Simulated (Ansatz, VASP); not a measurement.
KGe7: VASP beside Ansatz

```xyz
8
Lattice="7.8158 0.0000 0.0000 -3.9079 6.7687 0.0000 0.0000 0.0000 5.8816" Properties=species:S:1:pos:R:3 pbc="T T T"
K     0.0000    0.0000    0.0000
Ge    5.1770    1.5235    0.0000
Ge    3.9079    3.7216    0.0000
Ge    2.6389    1.5235    0.0000
Ge   -1.2691    5.2452    0.0000
Ge    0.0000    3.0471    0.0000
Ge    1.2691    5.2452    0.0000
Ge    0.0000    0.0000    2.9408
```

Alike in both runs: functional PBE; k mesh 3 × 3 × 4; occupations gaussian, width 0.1 eV; no spin polarisation.

Ansatz relaxed the structure, and its values are those at the end. VASP's run is a single point on that final structure, the one shown.

```csv
,VASP,Ansatz
version,VASP 6.6.1,Ansatz 0.2.0
potentials or method,"VASP PAW PBE potentials, release 64 (K_sv, Ge_d), cutoff 520 eV","scalar-relativistic, plane waves, PAW"
valence electrons in the cell,107,107
```

VASP gave:

* gap on the k mesh at the Fermi level (eV): none
* pressure (GPa): 0.3
* rms of the force components (eV/Å): 0.004

Problem. What did Ansatz give for the same quantities?

Solution. gap on the k mesh at the Fermi level (eV): none; pressure (GPa): 0.2; rms of the force components (eV/Å): 0.004.

A gap of «none» marks a metal or a gap that the smearing closes. With one functional, cell and mesh, what is left measures potentials, basis and numerics.
